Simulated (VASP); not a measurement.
# Ti3Al5 (P4/mmm) in VASP: notebook

Runs on Ti3Al5. Level: r2SCAN. Tasks: single point.

All numbers are computed with VASP 6.6.1; they aren't measurements. Logs are shortened: lines on timing, memory, paths and dates and some standing lists are left out, and cuts for length are marked.

### 1 The cell of the first run

The structure is tetragonal, space group P4/mmm (No. 123). Conventional cell: a = 4.093 Å, b = 4.093 Å, c = 8.117 Å, α = 90.00°, β = 90.00°, γ = 90.00°. Within 3.8 Å of Ti (site symmetry 4/mmm) lie 8 Al at 2.87 Å and 4 Ti at 2.89 Å. Ti (site symmetry 4/mmm) has 12 Al at 2.89 Å within 3.8 Å. Within 3.8 Å of Ti (site symmetry 4/mmm) lie 8 Al at 2.87 Å and 4 Ti at 2.89 Å. Within 3.8 Å of Al (site symmetry 2mm) lie 6 Ti at 2.87 to 2.89 Å and 6 Al at 2.89 Å. Al (site symmetry 4/mmm) has 8 Al at 2.89 Å and 4 Ti at 2.89 Å within 3.8 Å.

### 2 Single point, r2SCAN (strain +0.050 along x and y, -0.025 along z)

File POSCAR:

```
Ti3Al5
1.0
    4.0932012001      0.0000000000      0.0000000000
    0.0000000000      4.0932012001      0.0000000000
    0.0000000000      0.0000000000      8.1168086449
Ti Al
3 5
Direct
    0.0000000000      0.0000000000      0.5000000000
    0.5000000000      0.5000000000      0.0000000000
    0.5000000000      0.5000000000      0.5000000000
    0.0000000000      0.5000000000      0.2513308222
    0.0000000000      0.5000000000      0.7486691778
    0.5000000000      0.0000000000      0.2513308222
    0.5000000000      0.0000000000      0.7486691778
    0.0000000000      0.0000000000      0.0000000000
```

File INCAR.step1:

```
PREC     = Accurate       # precision mode
ENCUT    = 520            # plane-wave cutoff, eV
ISMEAR   = 0              # smearing method
SIGMA    = 0.15           # smearing width, eV
LREAL    = False          # projectors in reciprocal space
LASPH    = True           # aspherical terms in the spheres
NELM     = 60             # most SCF steps
NBANDS   = 36             # bands
GGA      = PE             # functional
ALGO     = Normal         # electronic algorithm
EDIFF    = 1E-4           # SCF threshold, eV
LWAVE    = True           # write WAVECAR
LCHARG   = False          # write CHGCAR
```

File INCAR.step2:

```
PREC     = Accurate       # precision mode
ENCUT    = 520            # plane-wave cutoff, eV
EDIFF    = 1E-6           # SCF threshold, eV
ISMEAR   = 0              # smearing method
SIGMA    = 0.15           # smearing width, eV
LREAL    = False          # projectors in reciprocal space
LASPH    = True           # aspherical terms in the spheres
NELM     = 60             # most SCF steps
ALGO     = Normal         # electronic algorithm
ISIF     = 2              # what is computed and relaxed
LWAVE    = False          # write WAVECAR
LCHARG   = True           # write CHGCAR
METAGGA  = R2SCAN         # meta-GGA
LMIXTAU  = True         
LELF     = True           # ELF
LVHAR    = True         
NBANDS   = 36             # bands
ISTART   = 1
```

File KPOINTS:

```
regular mesh
0
Gamma
  10 10 6
```

Potentials or basis: VASP PAW PBE potentials, release 64 (Ti_sv, Al).

Started as:

```sh
$ cat potpaw_PBE.64/Ti_sv/POTCAR potpaw_PBE.64/Al/POTCAR > POTCAR
$ cp INCAR.step1 INCAR
$ mpirun -np 1 vasp_std > vasp.out
$ cp INCAR.step2 INCAR
$ mpirun -np 1 vasp_std > vasp.out
```

OUTCAR:

```text
PREC = Accurate
   ENCUT = 520
   EDIFF = 1E-6
   ISMEAR = 0
   LREAL = False
   LASPH = True
   NELM = 60
   ISIF = 2
   METAGGA = R2SCAN
   ISTART = 1

 ion  position               nearest neighbor table
   1  0.000  0.000  0.500-   4 2.87   5 2.87   6 2.87   7 2.87   4 2.87   5 2.87   6 2.87   7 2.87
                             3 2.89   3 2.89   3 2.89   3 2.89
   2  0.500  0.500  0.000-   4 2.89   5 2.89   6 2.89   7 2.89   6 2.89   7 2.89   4 2.89   5 2.89
                             8 2.89   8 2.89   8 2.89   8 2.89
   3  0.500  0.500  0.500-   4 2.87   5 2.87   6 2.87   7 2.87   6 2.87   7 2.87   4 2.87   5 2.87
                             1 2.89   1 2.89   1 2.89   1 2.89
   4  0.000  0.500  0.251-   1 2.87   3 2.87   1 2.87   3 2.87   2 2.89   8 2.89   2 2.89   8 2.89
                             6 2.89   6 2.89   6 2.89   6 2.89
   5  0.000  0.500  0.749-   1 2.87   3 2.87   1 2.87   3 2.87   2 2.89   8 2.89   2 2.89   8 2.89
                             7 2.89   7 2.89   7 2.89   7 2.89
   6  0.500  0.000  0.251-   1 2.87   3 2.87   3 2.87   1 2.87   2 2.89   2 2.89   8 2.89   8 2.89
                             4 2.89   4 2.89   4 2.89   4 2.89
   7  0.500  0.000  0.749-   1 2.87   3 2.87   3 2.87   1 2.87   2 2.89   2 2.89   8 2.89   8 2.89
                             5 2.89   5 2.89   5 2.89   5 2.89
   8  0.000  0.000  0.000-   4 2.89   5 2.89   6 2.89   7 2.89   4 2.89   5 2.89   6 2.89   7 2.89
                             2 2.89   2 2.89   2 2.89   2 2.89

  LATTYP: Found a simple tetragonal cell.
 ALAT       =     4.0932012001
 C/A-ratio  =     1.9829977194

  Lattice vectors:

 A1 = (   4.0932012001,   0.0000000000,   0.0000000000)
 A2 = (   0.0000000000,   4.0932012001,   0.0000000000)
 A3 = (   0.0000000000,   0.0000000000,   8.1168086449)

Analysis of symmetry for initial positions (statically):
=====================================================================
 Subroutine PRICEL returns:
 Original cell was already a primitive cell.

 Routine SETGRP: Setting up the symmetry group for a
 simple tetragonal supercell.

 Subroutine GETGRP returns: Found 16 space group operations
 (whereof 16 operations were pure point group operations)
 out of a pool of 16 trial point group operations.

The static configuration has the point symmetry D_4h.

Analysis of symmetry for dynamics (positions and initial velocities):
=====================================================================
 Subroutine PRICEL returns:
 Original cell was already a primitive cell.

 Routine SETGRP: Setting up the symmetry group for a
 simple tetragonal supercell.

 Subroutine GETGRP returns: Found 16 space group operations
 (whereof 16 operations were pure point group operations)
 out of a pool of 16 trial point group operations.

The dynamic configuration has the point symmetry D_4h.

 Subroutine INISYM returns: Found 16 space group operations
 (whereof 16 operations are pure point group operations),
 and found     1 'primitive' translations

----------------------------------------------------------------------------------------

                                     Primitive cell

  volume of cell :     135.9914

  direct lattice vectors                    reciprocal lattice vectors
     4.093201200  0.000000000  0.000000000     0.244307561  0.000000000  0.000000000
     0.000000000  4.093201200  0.000000000     0.000000000  0.244307561  0.000000000
     0.000000000  0.000000000  8.116808645     0.000000000  0.000000000  0.123201130

  length of vectors
     4.093201200  4.093201200  8.116808645     0.244307561  0.244307561  0.123201130

  position of ions in fractional coordinates (direct lattice)
     0.000000000  0.000000000  0.500000000
     0.500000000  0.500000000  0.000000000
     0.500000000  0.500000000  0.500000000
     0.000000000  0.500000000  0.251330822
     0.000000000  0.500000000  0.748669178
     0.500000000  0.000000000  0.251330822
     0.500000000  0.000000000  0.748669178
     0.000000000  0.000000000  0.000000000

  ion indices of the primitive-cell ions
   primitive index   ion index
                 1           1
                 2           2
                 3           3
                 4           4
                 5           5
                 6           6
                 7           7
                 8           8

----------------------------------------------------------------------------------------

 KPOINTS: regular mesh

Automatic generation of k-mesh.
 Grid dimensions read from file:
 generate k-points for:   10   10    6

 Generating k-lattice:

  Cartesian coordinates                     Fractional coordinates (reciprocal lattice)
     0.024430756  0.000000000  0.000000000     0.100000000  0.000000000  0.000000000
     0.000000000  0.024430756  0.000000000     0.000000000  0.100000000  0.000000000
     0.000000000  0.000000000  0.020533522     0.000000000  0.000000000  0.166666667

  Length of vectors
     0.024430756  0.024430756  0.020533522

  Shift w.r.t. Gamma in fractional coordinates (k-lattice)
     0.000000000  0.000000000  0.000000000

 Subroutine IBZKPT returns following result:
 ===========================================

 Found     84 irreducible k-points:

 Following reciprocal coordinates:
            Coordinates               Weight
  0.000000  0.000000  0.000000      1.000000
  0.100000  0.000000  0.000000      4.000000
  0.200000  0.000000  0.000000      4.000000
  0.300000  0.000000  0.000000      4.000000
  0.400000  0.000000  0.000000      4.000000
  0.500000  0.000000  0.000000      2.000000
[... 16 lines left out ...]
  0.100000  0.000000  0.166667      8.000000
  0.200000  0.000000  0.166667      8.000000
 [... further k-points ...]
   k-points           NKPTS =     84   k-points in BZ     NKDIM =     84   number of bands    NBANDS=     36
   number of dos      NEDOS =    301   number of ions     NIONS =      8
   total plane-waves  NPLWV =  54000
   dimension x,y,z NGX =    30 NGY =   30 NGZ =   60
   dimension x,y,z NGXF=    60 NGYF=   60 NGZF=  120
   ions per type =               3   5
   NGX,Y,Z   is equivalent  to a cutoff of  12.18, 12.18, 12.29 a.u.
   NGXF,Y,Z  is equivalent  to a cutoff of  24.37, 24.37, 24.58 a.u.
 SYSTEM =  unknown system
   PREC   = accura    normal or accurate (medium, high low for compatibility)
   ISTART =      1    job   : 0-new  1-cont  2-samecut
   ICHARG =      0    charge: 1-file 2-atom 10-const
   ISPIN  =      1    spin polarized calculation?
   LNONCOLLINEAR =      F non collinear calculations
   LSORBIT =      F    spin-orbit coupling
   LASPH  =      T    aspherical Exc in radial PAW
   ENCUT  =  520.0 eV  38.22 Ry    6.18 a.u.   7.61  7.61 15.09*2*pi/ulx,y,z
   NELM   =     60;   NELMIN=  2; NELMDL=  0     # of ELM steps
   EDIFF  = 0.1E-05   stopping-criterion for ELM
   LREAL  =      F    real-space projection
   EDIFFG = 0.1E-04   stopping-criterion for IOM
   NSW    =      0    number of steps for IOM
   IBRION =     -1    ionic relax: 0-MD 1-quasi-New 2-CG
   NFREE  =      0    steps in history (QN), initial steepest desc. (CG)
   ISIF   =      2    stress and relaxation
   ISYM   =      2    0-nonsym 1-usesym 2-fastsym
   POTIM  = 0.5000    time-step for ionic-motion
   TEBEG  =    0.0;   TEEND  =   0.0 temperature during run
   PSTRESS=    0.0 pullay stress
   NELECT =      51.0000    total number of electrons
   NUPDOWN=      -1.0000    fix difference up-down
   EMIN   =  10.00;   EMAX   =-10.00  energy-range for DOS
   EFERMI =   0.00;   METHOD = LEGACY
   ISMEAR =     0;   SIGMA  =   0.15  broadening in eV -4-tet -1-fermi 0-gaus
   EFERMI_NEDOS =   21; number of points for ismear=-14 and -15
   IALGO  =     38    algorithm
   IMIX   =      4    mixing-type and parameters
     AMIX     =   0.40;   BMIX     =  1.00
     AMIX_MAG =   1.60;   BMIX_MAG =  1.00
  volume/ion in A,a.u.               =      17.00       114.71
  Fermi-wavevector in a.u.,A,eV,Ry     =   1.180577  2.230967 18.963290  1.393763
  Thomas-Fermi vector in A             =   2.316867
   LORBIT       =      0    0 simple, 1 ext, 2 COOP (PROOUT), +10 PAW based schemes
   METAGGA = R2SCAN    functional components
   LHFCALC =     F    Hartree Fock is set to
   AEXX    =    0.0000 exact exchange contribution
   IVDW    =     0    specifies the selected vdW correction
   LEPSILON=     F    determine dielectric tensor
   LRPA    =     F    only Hartree local field effects (RPA)
 non-spin polarized calculation
 Gauss-broadening in eV      SIGMA  =   0.15
  energy-cutoff  :      520.00
  volume of cell :      135.99
 maximum number of plane-waves:      3688
   NGX = 15   NGY = 15   NGZ = 31

 number of electron      51.0000020 magnetization

 Free energy of the ion-electron system (eV)
  ---------------------------------------------------
  ext. energy  EPLUGINS =         0.00000000
  ---------------------------------------------------
  free energy    TOTEN  =       -75.68496683 eV

  energy without entropy =      -75.60528472  energy(sigma->0) =      -75.64512577

 E-fermi :   7.8573     XC(G=0): -11.4194

 val. band max:        7.8542415217   @ k =   0.3000   0.2000   0.5000
 cond. band min:       7.8574602953   @ k =   0.1000   0.0000   0.3333
 fundamental gap:      0.0032187735
 Fermi energy:         7.8572918007

 k-point     1 :       0.0000    0.0000    0.0000
  band No.  band energies     occupation
      1     -51.4669      2.00000
      2     -51.2782      2.00000
      3     -51.0655      2.00000
      4     -26.7118      2.00000
      5     -26.7118      2.00000
      6     -26.6817      2.00000
[... 28 lines left out ...]
     35      10.1278      0.00000
     36      11.2491      0.00000

 k-point     2 :       0.1000    0.0000    0.0000
  band No.  band energies     occupation
      1     -51.4668      2.00000
      2     -51.2772      2.00000
      3     -51.0664      2.00000
      4     -26.7130      2.00000
      5     -26.7117      2.00000
      6     -26.6816      2.00000
[... 28 lines left out ...]
     35      10.1719      0.00000
     36      11.1539      0.00000
[... 817 lines left out ...]
     35      10.1906      0.00000
     36      11.1533      0.00000

 k-point    24 :       0.2000    0.0000    0.1667
  band No.  band energies     occupation
      1     -51.4667      2.00000
      2     -51.2747      2.00000
      3     -51.0688      2.00000
      4     -26.7163      2.00000
      5     -26.7115      2.00000
      6     -26.6808      2.00000
[... 28 lines left out ...]
     35      10.6140      0.00000
     36      10.8683      0.00000

 [... further k-points ...]

------------------------ aborting loop because EDIFF is reached ----------------------------------------

  FORCE on cell =-STRESS in cart. coord.  units (eV):
  Direction    XX          YY          ZZ          XY          YZ          ZX
  --------------------------------------------------------------------------------------
  -------------------------------------------------------------------------------------
  Total       -8.1974844     -8.1974844     -1.9934370      0.0000000     -0.0000000      0.0000000
  in kB      -96.5783297    -96.5783297    -23.4855967      0.0000000     -0.0000000      0.0000000
  external PRESSURE =     -72.2140854 kB  Pullay stress =       0.0000000 kB

 VOLUME and BASIS-vectors are now :
 -----------------------------------------------------------------------------
  energy-cutoff  :      520.00
  volume of cell :      135.99
      direct lattice vectors                 reciprocal lattice vectors
     4.093201200  0.000000000  0.000000000     0.244307561  0.000000000  0.000000000
     0.000000000  4.093201200  0.000000000     0.000000000  0.244307561  0.000000000
     0.000000000  0.000000000  8.116808645     0.000000000  0.000000000  0.123201130

 POSITION                                       TOTAL-FORCE (eV/Angst)
 -----------------------------------------------------------------------------------
      0.00000      0.00000      4.05840        -0.000000      0.000000      0.000000
      2.04660      2.04660      0.00000        -0.000000      0.000000      0.000000
      2.04660      2.04660      4.05840        -0.000000      0.000000      0.000000
      0.00000      2.04660      2.04000        -0.000000      0.000000      0.113357
      0.00000      2.04660      6.07680         0.000000      0.000000     -0.113357
      2.04660      0.00000      2.04000         0.000000      0.000000      0.113357
      2.04660      0.00000      6.07680        -0.000000      0.000000     -0.113357
      0.00000      0.00000      0.00000        -0.000000      0.000000      0.000000
 -----------------------------------------------------------------------------------
    total drift:                                0.000000      0.000000      0.000000

  FREE ENERGIE OF THE ION-ELECTRON SYSTEM (eV)
  ---------------------------------------------------
  free  energy   TOTEN  =       -75.6849668258 eV

  energy  without entropy=      -75.6052847211  energy(sigma->0) =      -75.64512577
```

Run time: 13 min. Hardware: 1 thread of Intel Xeon 6975P-C (Granite Rapids), shared host; peak memory 0.44 GiB.

What came out:

```yaml
Free_energy: -75.6850 eV
Pressure: -7.2 GPa
Largest_force: 0.113 eV/Å
Band_gap_on_the_k_mesh: zero (an odd number of electrons rules out a gap without spin polarisation)
```

Forces on the atoms (eV/Å):
```
Ti   0.000  0.000  0.000
Ti   0.000  0.000  0.000
Ti   0.000  0.000  0.000
Al   0.000  0.000  0.113
Al   0.000  0.000 -0.113
Al   0.000  0.000  0.113
Al   0.000  0.000 -0.113
Al   0.000  0.000  0.000
```

Caveat: the cell differs from its parent crystal (strain +0.050 along x and y, -0.025 along z); the stress differs along the axes, from -10 to -2 GPa; the PAW data sets were made with another functional, which shifts forces and pressure a little.

### 3 Single point, r2SCAN (strain -0.025 along x and y, +0.050 along z)

Edit POSCAR of step 2 so:

```diff
@@ -2,5 +2,5 @@
 1.0
-    4.0932012001      0.0000000000      0.0000000000
-    0.0000000000      4.0932012001      0.0000000000
-    0.0000000000      0.0000000000      8.1168086449
+    3.8008296858      0.0000000000      0.0000000000
+    0.0000000000      3.8008296858      0.0000000000
+    0.0000000000      0.0000000000      8.7411785407
 Ti Al
```

File INCAR.step1:

```
ALGO     = Normal         # electronic algorithm
EDIFF    = 1E-4           # SCF threshold, eV
ENCUT    = 520            # plane-wave cutoff, eV
GGA      = PE             # functional
ISMEAR   = 0              # smearing method
LASPH    = True           # aspherical terms in the spheres
LCHARG   = False          # write CHGCAR
LREAL    = False          # projectors in reciprocal space
LWAVE    = True           # write WAVECAR
NBANDS   = 36             # bands
NELM     = 60             # most SCF steps
PREC     = Accurate       # precision mode
SIGMA    = 0.15           # smearing width, eV
```

File INCAR.step2:

```
ALGO     = Normal         # electronic algorithm
EDIFF    = 1E-7           # SCF threshold, eV
ENCUT    = 520            # plane-wave cutoff, eV
ISIF     = 2              # what is computed and relaxed
ISMEAR   = 0              # smearing method
ISTART   = 1            
LASPH    = True           # aspherical terms in the spheres
LCHARG   = False          # write CHGCAR
LMIXTAU  = True         
LREAL    = False          # projectors in reciprocal space
LWAVE    = False          # write WAVECAR
METAGGA  = R2SCAN         # meta-GGA
NBANDS   = 36             # bands
NELM     = 60             # most SCF steps
PREC     = Accurate       # precision mode
SIGMA    = 0.15           # smearing width, eV
```

File KPOINTS:

```
k-points
0
Gamma
  10 10 6
```

Potentials or basis: VASP PAW PBE potentials, release 64 (Ti_sv, Al).

Started as:

```sh
$ cat potpaw_PBE.64/Ti_sv/POTCAR potpaw_PBE.64/Al/POTCAR > POTCAR
$ cp INCAR.step1 INCAR
$ mpirun -np 1 vasp_std > vasp.out
$ cp INCAR.step2 INCAR
$ mpirun -np 1 vasp_std > vasp.out
```

It took 25 min on 1 thread of Intel Xeon Platinum 8259CL at 2.50GHz (Skylake/Cascade Lake), shared host; peak memory 0.43 GiB.

Results (log left out):

```
Free energy            : -75.8340 eV
Pressure               : 0.6 GPa
Largest force          : 0.028 eV/Å
Band gap on the k mesh : zero (an odd number of electrons rules out a gap without spin polarisation)
```

Forces on the atoms (eV/Å):
```
Ti   0.000  0.000  0.000
Ti   0.000  0.000  0.000
Ti   0.000  0.000  0.000
Al   0.000  0.000 -0.028
Al   0.000  0.000  0.028
Al   0.000  0.000 -0.028
Al   0.000  0.000  0.028
Al   0.000  0.000  0.000
```

Stress tensor (GPa, compression positive):
```
 4.81  0.00  0.00
 0.00  4.81  0.00
 0.00  0.00 -7.73
```

Levels at points of the mesh, in eV from the Fermi level:
```tsv
k point	band 23	band 24	band 25	band 26	band 27	band 28
(0.00, 0.00, 0.00)	-0.68	-0.68	-0.18	0.26	0.26	0.76
(0.50, 0.00, 0.00)	-0.53	-0.23	0.41	0.48	0.50	0.92
(0.50, 0.50, 0.00)	-2.06	-1.75	-1.75	-0.88	-0.29	0.81
(0.00, 0.00, 0.50)	-0.98	-0.84	-0.37	0.55	0.76	0.84
(0.50, 0.00, 0.50)	-0.06	-0.01	0.17	0.37	0.48	0.66
(0.50, 0.50, 0.50)	-1.56	-1.21	-1.21	-0.89	-0.58	1.11
```

Caveat: the cell differs from its parent crystal (strain -0.025 along x and y, +0.050 along z); the stress differs along the axes, from -8 to 5 GPa; the PAW data sets were made with another functional, which shifts forces and pressure a little.

The gap in the log of VASP goes by the Fermi energy; the results here count the filled bands.